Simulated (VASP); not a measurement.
The system is BP.

```
CELL_PARAMETERS angstrom
3.20394 0.00000 0.00000
-1.60197 2.77469 0.00000
0.00000 0.00000 8.46663
ATOMIC_POSITIONS crystal
B 0.33333 0.66667 0.25000
B 0.66667 0.33333 0.75000
P 0.66667 0.33333 0.25000
P 0.33333 0.66667 0.75000
```

Program: VASP 6.6.1. Alike in all runs: potentials or basis VASP PAW PBE potentials, release 64 (B, P); no spin polarisation; cell as given; cutoff (eV) 520. Hardware: 1 thread of Intel(R) Xeon(R) 6975P-C (Granite Rapids) (shared host).

**Question.** Order these runs on this cell by their wall time, lowest first.
A. task single point; level PBE; k mesh 6 × 6 × 2; smearing gaussian 0.01 eV
B. task single point; level PBE; k mesh 12 × 12 × 4; smearing fermi-dirac 0.02 eV
C. task single point; level r2SCAN; k mesh 12 × 12 × 4; smearing gaussian 0.01 eV
D. task single point; level HF; k mesh 6 × 6 × 2; smearing gaussian 0.01 eV; grid for exact exchange (PRECFOCK) Normal
E. task dielectric tensor; level PBE; k mesh 9 × 9 × 4; smearing gaussian 0.01 eV

**Answer.** A (5.9 s), B (19 s), C (60 s), E (120 s), D (490 s).
